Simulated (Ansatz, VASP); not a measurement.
Mo: VASP beside Ansatz

```
CELL_PARAMETERS angstrom
3.00378 0.00000 0.00000
0.00000 4.24799 0.00000
0.00000 0.00000 28.46205
ATOMIC_POSITIONS crystal
Mo 0.50000 0.00000 0.52109
Mo 0.00000 0.50000 0.53048
Mo 0.00000 0.00000 0.60802
Mo 0.50000 0.50000 0.60863
Mo 0.50000 0.00000 0.69022
Mo 0.00000 0.50000 0.69023
Mo 0.00000 0.00000 0.77068
Mo 0.50000 0.50000 0.76938
```

Alike in both runs: task single point; functional PBE; dispersion D3(BJ); k mesh 12 × 8 × 1; occupations methfessel-paxton of order 1, width 0.1 eV; no spin polarisation.

|  | VASP | Ansatz |
| --- | --- | --- |
| version | VASP 6.6.1 | Ansatz 0.2.0 |
| potentials or method | VASP PAW PBE potentials, release 64 (Mo_sv), cutoff 400 eV | scalar-relativistic, plane waves, PAW |
| valence electrons in the cell | 112 | 112 |

Ansatz gave:

* gap on the k mesh at the Fermi level (eV): none
* rms of the force components (eV/Å): 0.261

What did VASP give for the same quantities?

gap on the k mesh at the Fermi level (eV): none; rms of the force components (eV/Å): 0.256.

Atom by atom the forces differ by 0.011 eV/Å (rms over components). A gap of «none» marks a metal or a gap that the smearing closes.
